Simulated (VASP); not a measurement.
Input of a VASP 6.6.1 run:

The input INCAR:

```
PREC = Accurate ; ENCUT = 400
EDIFF = 1E-6 ; ISMEAR = 0
SIGMA = 0.1 ; LREAL = F
LASPH = T ; NELM = 120
ALGO = Normal ; ISIF = 2
LWAVE = F ; LCHARG = F
LDIPOL = T ; IDIPOL = 3
DIPOL = 0.5 0.5 0.295 ; GGA = PE
NBANDS = 22 ; GGA_COMPAT = F
NELMDL = -8
```

The input KPOINTS:

```
Automatic mesh
0
Gamma
  9 9 1
```

POSCAR

```
Hf
1.0
    3.1715270182      0.0000000000      0.0000000000
   -1.5857635091      2.7466229666      0.0000000000
    0.0000000000      0.0000000000     21.9106216365
Hf
3
Direct
    0.6666666667      0.3333333333      0.1825598592
    0.3333333333      0.6666666667      0.2946559641
    0.0000000000      0.0000000000      0.4066804577
```

Potentials or basis: VASP PAW PBE potentials, release 64 (Hf_pv).

Launch:

```bash
$ cat potpaw_PBE.64/Hf_pv/POTCAR > POTCAR
$ mpirun -np 1 vasp_std > vasp.out
```

Q: Estimate the largest force.

A: 0.042 eV/Å.

Q: What does it give for the band gap on the k mesh?

A: Zero (bands 15 and 16 overlap by 1.14 eV).

Forces in eV/Å, atoms in the order of the input:
```
Hf   0.000  0.000  0.042
Hf   0.000  0.000 -0.006
Hf   0.000  0.000 -0.035
```

Caveat: spin-orbit coupling is left out, which moves the levels of the heavy elements.
